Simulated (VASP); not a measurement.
# Al12N in VASP: notebook

Runs on Al12N. Level: LDA. Tasks: single point.

All numbers are computed with VASP 6.6.1; they aren't measurements. Logs are shortened: lines on timing, memory, paths and dates and some standing lists are left out, and cuts for length are marked.

### Step 1. The cell of the first run

The cell holds a slab with vacuum, 13 atoms: a = 5.634 Å, b = 5.634 Å, c = 20.032 Å, α = 90.00°, β = 90.00°, γ = 120.00°.

### Step 2. Single point, LDA

File INCAR:

```
SYSTEM = Al12N
PREC     = Accurate       ! precision mode
ENCUT    = 520            ! plane-wave cutoff, eV
EDIFF    = 1E-6           ! SCF threshold, eV
ISMEAR   = 0              ! smearing method
SIGMA    = 0.1            ! smearing width, eV
LREAL    = .False.        ! projectors in reciprocal space
LASPH    = .True.         ! aspherical terms in the spheres
NELM     = 100            ! most SCF steps
ALGO     = Normal         ! electronic algorithm
ISIF     = 2              ! what is computed and relaxed
LWAVE    = .False.        ! write WAVECAR
LCHARG   = .False.        ! write CHGCAR
LDIPOL   = .True.       
IDIPOL   = 3            
DIPOL    = 0.5 0.5 0.328
GGA      = CA             ! functional
NBANDS   = 32             ! bands
```

File KPOINTS:

```
Automatic mesh
0
Gamma
  6 6 1
  0 0 0
```

File POSCAR:

```
Al12N
1.0
    5.6336864727      0.0000000000      0.0000000000
   -2.8168432363      4.8789156023      0.0000000000
    0.0000000000      0.0000000000     20.0321727095
Al N
12 1
Direct
    0.3333333333      0.1666666667      0.1996787896
    0.3333333333      0.6666666667      0.1996787896
    0.8333333333      0.1666666667      0.1996787896
    0.8333333333      0.6666666667      0.1996787896
    0.1666666667      0.3333333333      0.3128097176
    0.1666666667      0.8333333333      0.3128097176
    0.6666666667      0.3333333333      0.3128097176
    0.6666666667      0.8333333333      0.3128097176
    0.0000000000      0.0000000000      0.4259234799
    0.0000000000      0.5000000000      0.4259234799
    0.5000000000      0.0000000000      0.4259234799
    0.5000000000      0.5000000000      0.4259234799
    0.0000000000      0.0000000000      0.5124080965
```

Potentials or basis: VASP PAW LDA potentials, release 64 (Al, N).

Run with:

```
$ cat potpaw_LDA.64/Al/POTCAR potpaw_LDA.64/N/POTCAR > POTCAR
$ mpirun -np 1 vasp_std > vasp.out
```

OUTCAR:

```text
SYSTEM = Al12N
   PREC = Accurate
   ENCUT = 520
   EDIFF = 1E-6
   ISMEAR = 0
   LREAL = .False.
   LASPH = .True.
   NELM = 100
   ISIF = 2
   GGA = CA

 ion  position               nearest neighbor table
   1  0.333  0.167  0.200-   5 2.79   6 2.79   7 2.79   2 2.82   2 2.82   3 2.82   3 2.82   4 2.82
                             4 2.82
   2  0.333  0.667  0.200-   6 2.79   5 2.79   8 2.79   1 2.82   1 2.82   4 2.82   4 2.82   3 2.82
                             3 2.82
   3  0.833  0.167  0.200-   7 2.79   8 2.79   5 2.79   4 2.82   4 2.82   1 2.82   1 2.82   2 2.82
                             2 2.82
   4  0.833  0.667  0.200-   8 2.79   7 2.79   6 2.79   3 2.82   3 2.82   2 2.82   2 2.82   1 2.82
                             1 2.82
   5  0.167  0.333  0.313-   9 2.79  12 2.79  10 2.79   1 2.79   2 2.79   3 2.79   6 2.82   6 2.82
                             7 2.82   7 2.82   8 2.82   8 2.82
   6  0.167  0.833  0.313-  10 2.79  11 2.79   9 2.79   2 2.79   1 2.79   4 2.79   5 2.82   5 2.82
                             8 2.82   8 2.82   7 2.82   7 2.82
   7  0.667  0.333  0.313-  11 2.79  10 2.79  12 2.79   3 2.79   4 2.79   1 2.79   8 2.82   8 2.82
                             5 2.82   5 2.82   6 2.82   6 2.82
   8  0.667  0.833  0.313-  12 2.79   9 2.79  11 2.79   4 2.79   3 2.79   2 2.79   7 2.82   7 2.82
                             6 2.82   6 2.82   5 2.82   5 2.82
   9  0.000  0.000  0.426-  13 1.73   5 2.79   8 2.79   6 2.79  10 2.82  10 2.82  11 2.82  11 2.82
                            12 2.82  12 2.82
  10  0.000  0.500  0.426-   6 2.79   7 2.79   5 2.79   9 2.82   9 2.82  12 2.82  12 2.82  11 2.82
                            11 2.82
  11  0.500  0.000  0.426-   7 2.79   6 2.79   8 2.79  12 2.82  12 2.82   9 2.82   9 2.82  10 2.82
                            10 2.82
  12  0.500  0.500  0.426-   8 2.79   5 2.79   7 2.79  11 2.82  11 2.82  10 2.82  10 2.82   9 2.82
                             9 2.82
  13  0.000  0.000  0.512-   9 1.73

  LATTYP: Found a hexagonal cell.
 ALAT       =     5.6336864727
 C/A-ratio  =     3.5557840868

  Lattice vectors:

 A1 = (   5.6336864727,   0.0000000000,   0.0000000000)
 A2 = (  -2.8168432363,   4.8789156023,   0.0000000000)
 A3 = (   0.0000000000,   0.0000000000,  20.0321727095)

Analysis of symmetry for initial positions (statically):
=====================================================================
 Subroutine PRICEL returns:
 Original cell was already a primitive cell.

 Routine SETGRP: Setting up the symmetry group for a
 hexagonal supercell.

 Subroutine GETGRP returns: Found  6 space group operations
 (whereof  6 operations were pure point group operations)
 out of a pool of 24 trial point group operations.

The static configuration has the point symmetry C_3v.

Analysis of symmetry for dynamics (positions and initial velocities):
=====================================================================
 Subroutine PRICEL returns:
[... 142 lines left out ...]
   LEPSILON=     F    determine dielectric tensor
   LRPA    =     F    only Hartree local field effects (RPA)
 non-spin polarized calculation
 Gauss-broadening in eV      SIGMA  =   0.10
  energy-cutoff  :      520.00
  volume of cell :      550.61
 maximum number of plane-waves:     14919
 NGX is ok and might be reduce to    42
   NGX = 21   NGY = 21   NGZ = 75

 dipolmoment           0.000000      0.000000     -0.107725 electrons x Angstroem

 number of electron      41.0000000 magnetization

 dipolmoment           0.000000      0.000000      0.386224 electrons x Angstroem

 Free energy of the ion-electron system (eV)
  ---------------------------------------------------
  ext. energy  EPLUGINS =         0.00000000
  ---------------------------------------------------
  free energy    TOTEN  =       -52.80030974 eV

  energy without entropy =      -52.76436476  energy(sigma->0) =      -52.78233725

 E-fermi :  -0.4840     XC(G=0):  -4.7251

 val. band max:       -0.5454881841   @ k =   0.1667  -0.0000   0.0000
 cond. band min:      -0.4695141361   @ k =   0.3333   0.1667   0.0000
 fundamental gap:      0.0759740480
 Fermi energy:        -0.4839888205

 k-point     1 :       0.0000    0.0000    0.0000
  band No.  band energies     occupation
      1     -12.8648      2.00000
      2     -11.2656      2.00000
      3      -9.3810      2.00000
      4      -6.4936      2.00000
      5      -5.3504      2.00000
      6      -5.3504      2.00000
[... 234 lines left out ...]
     31       2.7336      0.00000
     32       2.9939      0.00000

------------------------ aborting loop because EDIFF is reached ----------------------------------------

 vacuum level on the upper side and lower side of the slab       (xc-potential included)         1.165        -1.307

  FORCE on cell =-STRESS in cart. coord.  units (eV):
  Direction    XX          YY          ZZ          XY          YZ          ZX
  --------------------------------------------------------------------------------------
  -------------------------------------------------------------------------------------
  Total       -4.2357530     -4.2357530      2.0038271     -0.0000000      0.0000000     -0.0000000
  in kB      -12.3252909    -12.3252909      5.8307819     -0.0000000      0.0000000     -0.0000000
  external PRESSURE =      -6.2732666 kB  Pullay stress =       0.0000000 kB

 VOLUME and BASIS-vectors are now :
 -----------------------------------------------------------------------------
  energy-cutoff  :      520.00
  volume of cell :      550.61
      direct lattice vectors                 reciprocal lattice vectors
     5.633686473  0.000000000  0.000000000     0.177503666  0.102481789  0.000000000
    -2.816843236  4.878915602  0.000000000     0.000000000  0.204963578  0.000000000
     0.000000000  0.000000000 20.032172709     0.000000000  0.000000000  0.049919697

 POSITION                                       TOTAL-FORCE (eV/Angst)
 -----------------------------------------------------------------------------------
      1.40842      0.81315      4.00000         0.000601      0.000347     -0.141309
     -0.00000      3.25261      4.00000        -0.000000     -0.000000     -0.111291
      4.22526      0.81315      4.00000        -0.000601      0.000347     -0.141309
      2.81684      3.25261      4.00000        -0.000000     -0.000694     -0.141309
      0.00000      1.62631      6.26626        -0.000000     -0.087192      0.100924
     -1.40842      4.06576      6.26626        -0.075511      0.043596      0.100924
      2.81684      1.62631      6.26626        -0.000000     -0.000000     -0.015881
      1.40842      4.06576      6.26626         0.075511      0.043596      0.100924
      0.00000      0.00000      8.53217        -0.000000      0.000000     -1.117378
     -1.40842      2.43946      8.53217         0.118749      0.068560      0.411686
      2.81684      0.00000      8.53217        -0.000000     -0.137119      0.411686
      1.40842      2.43946      8.53217        -0.118749      0.068560      0.411686
      0.00000      0.00000     10.26465        -0.000000      0.000000      0.130645
 -----------------------------------------------------------------------------------
    total drift:                                0.000000     -0.000000      0.000571

  FREE ENERGIE OF THE ION-ELECTRON SYSTEM (eV)
  ---------------------------------------------------
  free  energy   TOTEN  =       -52.8003097351 eV

  energy  without entropy=      -52.7643647634  energy(sigma->0) =      -52.78233725

 vacuum level on the upper side and lower side of the slab         6.091         3.544
```

stdout:

```text
POSCAR found type information on POSCAR AlN
 POSCAR found :  2 types and      13 ions
 scaLAPACK will be used
 LDA part: xc-table for (Slater(with rela. corr.)+CA(PZ))
 , standard interpolation
 POSCAR, INCAR and KPOINTS ok, starting setup
 FFT: planning ... GRIDC
 FFT: planning ... GRID_SOFT
 FFT: planning ... GRID
 WAVECAR not read
 entering main loop
```

It took 5.4 min on 1 thread of Intel Xeon Platinum 8259CL at 2.50GHz (Skylake/Cascade Lake), shared host; peak memory 0.46 GiB.

What came out:

- Free energy: -52.8003 eV
- Largest force: 1.117 eV/Å

Forces on the atoms (eV/Å):
```
Al   0.001  0.000 -0.141
Al   0.000  0.000 -0.111
Al  -0.001  0.000 -0.141
Al   0.000 -0.001 -0.141
Al   0.000 -0.087  0.101
Al  -0.076  0.044  0.101
Al   0.000  0.000 -0.016
Al   0.076  0.044  0.101
Al   0.000  0.000 -1.117
Al   0.119  0.069  0.412
Al   0.000 -0.137  0.412
Al  -0.119  0.069  0.412
N    0.000  0.000  0.131
```

### Step 3. Single point, LDA

File INCAR:

```
  PREC = Accurate
  ENCUT = 520
  EDIFF = 1E-7
  ISMEAR = 0
  SIGMA = 0.1
  LREAL = False
  LASPH = True
  NELM = 80
  ALGO = Normal
  ISIF = 2
  LWAVE = False
  LCHARG = True
  LDIPOL = True
  IDIPOL = 3
  DIPOL = 0.5 0.5 0.325
  LELF = True
  LVHAR = True
  LVACPOTAV = True
  NBANDS = 32
```

File KPOINTS:

```
regular mesh
0
Gamma
  6 6 1
```

POSCAR, as its differences from that of step 2:

```diff
@@ -20,2 +20,2 @@
     0.5000000000      0.5000000000      0.4259234799
-    0.0000000000      0.0000000000      0.5124080965
+    0.1666666667      0.3333333333      0.4663940359
```

Potentials or basis: VASP PAW LDA potentials, release 64 (Al, N).

Run with:

```
$ cat potpaw_LDA.64/Al/POTCAR potpaw_LDA.64/N/POTCAR > POTCAR
$ mpirun -np 1 vasp_std > vasp.out
```

It took 5.8 min on 1 thread of Intel Xeon Platinum 8259CL at 2.50GHz (Skylake/Cascade Lake), shared host; peak memory 0.47 GiB.

Results (log left out):

```
Free energy   : -57.0442 eV
Largest force : 0.961 eV/Å
```

Forces on the atoms (eV/Å):
```
Al  -0.078  0.045 -0.207
Al   0.000 -0.090 -0.207
Al   0.078  0.045 -0.207
Al   0.000  0.000 -0.305
Al   0.000  0.000 -0.382
Al   0.009  0.005  0.218
Al   0.000 -0.010  0.218
Al  -0.009  0.005  0.218
Al   0.000 -0.915  0.294
Al  -0.793  0.458  0.294
Al   0.000  0.000 -0.302
Al   0.793  0.458  0.294
N    0.000  0.000  0.076
```

Levels at points of the mesh, in eV from the Fermi level:
```csv
k point,band 16,band 17,band 18,band 19,band 20,band 21,band 22,band 23,band 24,band 25
"(0.00, 0.00, 0.00)",-2.90,-2.41,-1.97,-1.97,-1.30,-0.44,-0.22,-0.22,1.04,1.12
"(0.50, 0.00, 0.00)",-1.43,-1.32,-0.64,-0.54,-0.29,0.04,0.07,1.10,1.12,1.55
```

### Step 4. Single point, LDA

File INCAR:

```
PREC     = Accurate       # precision mode
ENCUT    = 520            # plane-wave cutoff, eV
EDIFF    = 1E-6           # SCF threshold, eV
ISMEAR   = 0              # smearing method
SIGMA    = 0.1            # smearing width, eV
LREAL    = F              # projectors in reciprocal space
LASPH    = T              # aspherical terms in the spheres
NELM     = 80             # most SCF steps
ALGO     = Normal         # electronic algorithm
ISIF     = 2              # what is computed and relaxed
LWAVE    = F              # write WAVECAR
LCHARG   = F              # write CHGCAR
LDIPOL   = T            
IDIPOL   = 3            
DIPOL    = 0.5 0.5 0.325
NBANDS   = 32             # bands
```

File KPOINTS:

```
Automatic mesh
0
Gamma
  6 6 1
```

POSCAR, as its differences from that of step 3:

```diff
@@ -20,2 +20,2 @@
     0.5000000000      0.5000000000      0.4259234799
-    0.1666666667      0.3333333333      0.4663940359
+    0.3333333333      0.1666666667      0.4667499095
```

Potentials or basis: VASP PAW LDA potentials, release 64 (Al, N).

Run with:

```
$ cat potpaw_LDA.64/Al/POTCAR potpaw_LDA.64/N/POTCAR > POTCAR
$ mpirun -np 1 vasp_std > vasp.out
```

OUTCAR:

```text
PREC = Accurate
   ENCUT = 520
   EDIFF = 1E-6
   ISMEAR = 0
   LREAL = F
   LASPH = T
   NELM = 80
   ISIF = 2

 ion  position               nearest neighbor table
   1  0.333  0.167  0.200-   5 2.79   6 2.79   7 2.79   2 2.82   2 2.82   3 2.82   3 2.82   4 2.82
                             4 2.82
   2  0.333  0.667  0.200-   6 2.79   5 2.79   8 2.79   1 2.82   1 2.82   4 2.82   4 2.82   3 2.82
                             3 2.82
   3  0.833  0.167  0.200-   7 2.79   8 2.79   5 2.79   4 2.82   4 2.82   1 2.82   1 2.82   2 2.82
                             2 2.82
   4  0.833  0.667  0.200-   8 2.79   7 2.79   6 2.79   3 2.82   3 2.82   2 2.82   2 2.82   1 2.82
                             1 2.82
   5  0.167  0.333  0.313-   9 2.79  12 2.79  10 2.79   1 2.79   2 2.79   3 2.79   6 2.82   6 2.82
                             7 2.82   7 2.82   8 2.82   8 2.82
   6  0.167  0.833  0.313-  10 2.79  11 2.79   9 2.79   2 2.79   1 2.79   4 2.79   5 2.82   5 2.82
                             8 2.82   8 2.82   7 2.82   7 2.82
   7  0.667  0.333  0.313-  11 2.79  10 2.79  12 2.79   3 2.79   4 2.79   1 2.79   8 2.82   8 2.82
                             5 2.82   5 2.82   6 2.82   6 2.82
   8  0.667  0.833  0.313-  12 2.79   9 2.79  11 2.79   4 2.79   3 2.79   2 2.79   7 2.82   7 2.82
                             6 2.82   6 2.82   5 2.82   5 2.82
   9  0.000  0.000  0.426-  13 1.82   5 2.79   8 2.79   6 2.79  10 2.82  10 2.82  11 2.82  11 2.82
                            12 2.82  12 2.82
  10  0.000  0.500  0.426-   6 2.79   7 2.79   5 2.79   9 2.82   9 2.82  12 2.82  12 2.82  11 2.82
                            11 2.82
  11  0.500  0.000  0.426-  13 1.82   7 2.79   6 2.79   8 2.79  12 2.82  12 2.82   9 2.82   9 2.82
                            10 2.82  10 2.82
  12  0.500  0.500  0.426-  13 1.82   8 2.79   5 2.79   7 2.79  11 2.82  11 2.82  10 2.82  10 2.82
                             9 2.82   9 2.82
  13  0.333  0.167  0.467-  12 1.82   9 1.82  11 1.82

  LATTYP: Found a hexagonal cell.
 ALAT       =     5.6336864727
 C/A-ratio  =     3.5557840868

  Lattice vectors:

 A1 = (   5.6336864727,   0.0000000000,   0.0000000000)
 A2 = (  -2.8168432363,   4.8789156023,   0.0000000000)
 A3 = (   0.0000000000,   0.0000000000,  20.0321727095)

Analysis of symmetry for initial positions (statically):
[... 178 lines left out ...]
  ext. energy  EPLUGINS =         0.00000000
  ---------------------------------------------------
  free energy    TOTEN  =       -57.30969783 eV

  energy without entropy =      -57.29761546  energy(sigma->0) =      -57.30365665

 E-fermi :  -0.0945     XC(G=0):  -4.6137

 val. band max:       -0.1317966701   @ k =   0.0000   0.0000   0.0000
 cond. band min:       0.1404135004   @ k =   0.3333   0.1667   0.0000
 fundamental gap:      0.2722101705
 Fermi energy:        -0.0944609620

 k-point     1 :       0.0000    0.0000    0.0000
  band No.  band energies     occupation
      1     -14.5979      2.00000
      2     -10.6666      2.00000
      3      -8.5944      2.00000
      4      -5.8495      2.00000
      5      -5.5221      2.00000
      6      -5.5221      2.00000
[... 234 lines left out ...]
     31       3.3733      0.00000
     32       3.5386      0.00000

------------------------ aborting loop because EDIFF is reached ----------------------------------------

 vacuum level on the upper side and lower side of the slab       (xc-potential included)         0.303        -0.398

  FORCE on cell =-STRESS in cart. coord.  units (eV):
  Direction    XX          YY          ZZ          XY          YZ          ZX
  --------------------------------------------------------------------------------------
  -------------------------------------------------------------------------------------
  Total       -2.4806832     -2.4806832      3.2242413     -0.0000000      0.0000000     -0.0000000
  in kB       -7.2183487     -7.2183487      9.3819710     -0.0000000      0.0000000     -0.0000000
  external PRESSURE =      -1.6849088 kB  Pullay stress =       0.0000000 kB

 VOLUME and BASIS-vectors are now :
 -----------------------------------------------------------------------------
  energy-cutoff  :      520.00
  volume of cell :      550.61
      direct lattice vectors                 reciprocal lattice vectors
     5.633686473  0.000000000  0.000000000     0.177503666  0.102481789  0.000000000
    -2.816843236  4.878915602  0.000000000     0.000000000  0.204963578  0.000000000
     0.000000000  0.000000000 20.032172709     0.000000000  0.000000000  0.049919697

 POSITION                                       TOTAL-FORCE (eV/Angst)
 -----------------------------------------------------------------------------------
      1.40842      0.81315      4.00000         0.000000      0.000000     -0.163508
     -0.00000      3.25261      4.00000         0.009406      0.005430     -0.127967
      4.22526      0.81315      4.00000        -0.000000     -0.010861     -0.127967
      2.81684      3.25261      4.00000        -0.009406      0.005430     -0.127967
      0.00000      1.62631      6.26626        -0.057271      0.033066     -0.093586
     -1.40842      4.06576      6.26626        -0.000000     -0.066131     -0.093586
      2.81684      1.62631      6.26626         0.057271      0.033066     -0.093586
      1.40842      4.06576      6.26626         0.000000     -0.000000     -0.027012
      0.00000      0.00000      8.53217        -0.366160     -0.211402      0.382233
     -1.40842      2.43946      8.53217         0.000000     -0.000000     -0.370438
      2.81684      0.00000      8.53217         0.366160     -0.211402      0.382233
      1.40842      2.43946      8.53217         0.000000      0.422805      0.382233
      1.40842      0.81315      9.35001         0.000000     -0.000000      0.078919
 -----------------------------------------------------------------------------------
    total drift:                                0.000000     -0.000000     -0.000121

  FREE ENERGIE OF THE ION-ELECTRON SYSTEM (eV)
  ---------------------------------------------------
  free  energy   TOTEN  =       -57.3096978305 eV

  energy  without entropy=      -57.2976154600  energy(sigma->0) =      -57.30365665

 vacuum level on the upper side and lower side of the slab         4.885         4.140
```

OSZICAR:

```text
N       E                     dE             d eps       ncg     rms          rms(c)
DAV:   1     0.173735492580E+03    0.17374E+03   -0.12890E+04   448   0.913E+02
DAV:   2    -0.367154162376E+02   -0.21045E+03   -0.20273E+03   592   0.176E+02
DAV:   3    -0.624879591466E+02   -0.25773E+02   -0.25141E+02   688   0.561E+01
[... 18 lines left out ...]
DAV:  22    -0.573096543901E+02   -0.71280E-04   -0.10122E-05   560   0.106E-02    0.352E-03
DAV:  23    -0.573096887073E+02   -0.34317E-04   -0.40203E-06   512   0.624E-03    0.502E-04
DAV:  24    -0.573096945080E+02   -0.58007E-05   -0.44623E-07   448   0.225E-03    0.545E-04
DAV:  25    -0.573096971898E+02   -0.26818E-05   -0.12951E-07   376   0.115E-03    0.185E-04
DAV:  26    -0.573096978305E+02   -0.64068E-06   -0.66202E-08   416   0.815E-04
   1 F= -.57309698E+02 E0= -.57303657E+02  d E =-.120824E-01
```

Run time: 5.2 min. Hardware: 1 thread of Intel Xeon Platinum 8259CL at 2.50GHz (Skylake/Cascade Lake), shared host; peak memory 0.46 GiB.

Results:

```
Free energy   : -57.3097 eV
Largest force : 0.570 eV/Å
```

Forces in eV/Å, atoms in the order of the input:
```
Al   0.000  0.000 -0.164
Al   0.009  0.005 -0.128
Al   0.000 -0.011 -0.128
Al  -0.009  0.005 -0.128
Al  -0.057  0.033 -0.094
Al   0.000 -0.066 -0.094
Al   0.057  0.033 -0.094
Al   0.000  0.000 -0.027
Al  -0.366 -0.211  0.382
Al   0.000  0.000 -0.370
Al   0.366 -0.211  0.382
Al   0.000  0.423  0.382
N    0.000  0.000  0.079
```
